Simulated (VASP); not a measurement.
Runs of VASP 6.6.1 on CaSe. The structure is that of space group Fm-3m (No. 225), or close to it. The cells are those of the table. 

| task | level | potentials or basis | cell | k mesh | smearing | gap on the mesh (eV) | pressure (GPa) |
| --- | --- | --- | --- | --- | --- | --- | --- |
| single point | PBE | VASP PAW PBE potentials, release 64 (Ca_sv, Se) | a = 4.197 Å, angles 60.0°, 2 atoms | 4 × 4 × 4 | gaussian 0.01 eV | 2.04 | (a) |
| single point | PBE | VASP PAW PBE potentials, release 64 (Ca_sv, Se) | a = 4.214 Å, angles 60.0°, 2 atoms | 6 × 6 × 6 | fermi-dirac 0.02 eV | 2.07 | (b) |
| single point | PBE | VASP PAW PBE potentials, release 64 (Ca_sv, Se) | a = 4.197 Å, angles 60.0°, 2 atoms | 8 × 8 × 8 | fermi-dirac 0.02 eV | 2.05 | 0.7 |
| single point | LDA | VASP PAW LDA potentials, release 64 (Ca_sv, Se) | a = 4.197 Å, angles 60.0°, 2 atoms | 8 × 8 × 8 | gaussian 0.01 eV | 1.89 | -3.4 |

Alike in all rows: no spin polarisation; cutoff (eV) 520.

**Question.** Fill in the values left out.

**Answer.** (a) 0.9; (b) 0.1.

Caveats: some runs use coarse meshes.

A k mesh can miss the band edges, and the runs leave out spin-orbit coupling on Se.
